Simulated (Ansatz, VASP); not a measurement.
## HfO2 in VASP and in Ansatz

```
Hf O
1.0
     3.55802    0.00000    0.00000
     0.00000    3.55802    0.00000
     0.00000    0.00000    5.17186
Hf O
2 4
Direct
  0.00000 0.00000 0.00000
  0.50000 0.50000 0.50000
  0.00000 0.50000 0.19721
  0.50000 0.00000 0.30279
  0.50000 0.00000 0.80279
  0.00000 0.50000 0.69721
```

Alike in both runs: task relaxation of cell and atoms; functional PBE; dispersion D4; k mesh 8 × 8 × 5; occupations fermi-dirac, width 0.05 eV; no spin polarisation.

|  | VASP | Ansatz |
| --- | --- | --- |
| version | VASP 6.6.1 | Ansatz 0.2.0 |
| potentials or method | VASP PAW PBE potentials, release 64 (Hf_pv, O) | Ansatz PAW |
| plane-wave cutoff (eV) | 600 | 420 |
| valence electrons in the cell | 44 | 76 |

Ansatz gave:

```
gap on the k mesh at the Fermi level, each at its own relaxed structure (eV) : 4.69
relaxed volume (Å³/atom)                                                     : 11.21
relaxed cell length with the largest relative difference (Å)                 : 5.223
```

Question: Estimate VASP's values.

Answer: gap on the k mesh at the Fermi level, each at its own relaxed structure (eV): 4.71; relaxed volume (Å³/atom): 11.03; relaxed cell length with the largest relative difference (Å): 5.188.

VASP's potentials hold 44 valence electrons a cell and Ansatz's 76, so a difference there can come from the potentials and not from the codes.

Spin-orbit coupling is off throughout. Noted on Ansatz's run: odd divisions of the mesh miss points on the zone boundary, where band edges often lie, so the gap on the mesh can be too wide; the plane-wave basis is chosen anew once the cell has moved, so the energies of steps on either side of that aren't comparable.
